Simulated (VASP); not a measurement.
Input of a VASP 6.6.1 run:

INCAR

```
  ALGO = Normal
  EDIFF = 1E-6
  ENCUT = 520
  GGA = PE
  ISIF = 2
  ISMEAR = 0
  LASPH = True
  LCHARG = False
  LREAL = False
  LWAVE = False
  NBANDS = 15
  NELM = 80
  PREC = Accurate
  SIGMA = 0.05
```

KPOINTS

```
k-points
0
Gamma
  8 8 8
```

Contents of POSCAR:

```
CaO
1.0
    0.0000000000      2.3755300000      2.4490000000
    2.5224700000      0.0000000000      2.4490000000
    2.5224700000      2.3755300000      0.0000000000
Ca O
1 1
Direct
    0.0000000000      0.0000000000      0.0000000000
    0.5000000000      0.5000000000      0.5000000000
```

Potentials or basis: VASP PAW PBE potentials, release 64 (Ca_sv, O).

The run is started by

```bash
$ cat potpaw_PBE.64/Ca_sv/POTCAR potpaw_PBE.64/O/POTCAR > POTCAR
$ mpirun -np 1 vasp_std > vasp.out
```

(1) Estimate the pressure.

(2) Estimate the band gap on the k mesh.

Answers

(1) -2.9 GPa.

(2) 3.50 eV, indirect (least direct gap 4.00 eV).

Caveat: the cell differs from its parent crystal (strain +0.0300 x Voigt [1, -1, 0, 0, 0, 0]).
